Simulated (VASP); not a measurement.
Here is a VASP 6.6.1 calculation.

INCAR

```
PREC     = Accurate       # precision mode
ENCUT    = 600            # plane-wave cutoff, eV
EDIFF    = 1E-7           # SCF threshold, eV
ISMEAR   = 0              # smearing method
SIGMA    = 0.1            # smearing width, eV
LREAL    = F              # projectors in reciprocal space
LASPH    = T              # aspherical terms in the spheres
NELM     = 80             # most SCF steps
ALGO     = Normal         # electronic algorithm
ISIF     = 3              # what is computed and relaxed
LWAVE    = F              # write WAVECAR
LCHARG   = F              # write CHGCAR
GGA      = PE             # functional
IBRION   = 2              # ionic algorithm
NSW      = 90             # ionic steps
EDIFFG   = -0.04          # ionic threshold
```

Contents of KPOINTS:

```
regular mesh
0
Gamma
  4 4 4
```

Contents of POSCAR:

```
Li6Be2Nb
1.0
    0.0000000000      3.5988425500      3.5988425500
    3.5988425500      0.0000000000      3.5988425500
    3.5988425500      3.5988425500      0.0000000000
Li Be Nb
6 2 1
Direct
    0.2150038000      0.7849962000      0.2150038000
    0.2150038000      0.7849962000      0.7849962000
    0.7849962000      0.2150038000      0.2150038000
    0.7849962000      0.7849962000      0.2150038000
    0.2150038000      0.2150038000      0.7849962000
    0.7849962000      0.2150038000      0.7849962000
    0.2500000000      0.2500000000      0.2500000000
    0.7500000000      0.7500000000      0.7500000000
    0.0000000000      0.0000000000      0.0000000000
```

Potentials or basis: VASP PAW PBE potentials, release 64 (Li_sv, Be, Nb_sv).

The run is started by

```sh
$ cat potpaw_PBE.64/Li_sv/POTCAR potpaw_PBE.64/Be/POTCAR potpaw_PBE.64/Nb_sv/POTCAR > POTCAR
$ mpirun -np 1 vasp_std > vasp.out
```

Task: What does it give for the space group after relaxing (to 0.05 Å)?

Result: Fm-3m (No. 225).

Task: Predict the relaxed cell.

Result: a = 5.842 Å, b = 5.842 Å, c = 5.842 Å, α = 60.00°, β = 60.00°, γ = 60.00°.

Task: Estimate the relaxed volume.

Result: 15.66 Å³/atom.

Final structure:
```
Li Be Nb
1.0
     0.00000    4.13092    4.13092
     4.13092    0.00000    4.13092
     4.13092    4.13092    0.00000
Li Be Nb
6 2 1
Direct
  0.29002 0.70998 0.29002
  0.29002 0.70998 0.70998
  0.70998 0.29002 0.29002
  0.70998 0.70998 0.29002
  0.29002 0.29002 0.70998
  0.70998 0.29002 0.70998
  0.25000 0.25000 0.25000
  0.75000 0.75000 0.75000
  0.00000 0.00000 0.00000
```

Caveat: the k points lie up to 0.33 Å⁻¹ apart in the final cell; the cutoff is under 1.25 times the usual one of these potentials, so pressure, stress and relaxed cells hold a basis-set (Pulay) error; the volume moved by over 15 % at a fixed basis, so the end points are rough.
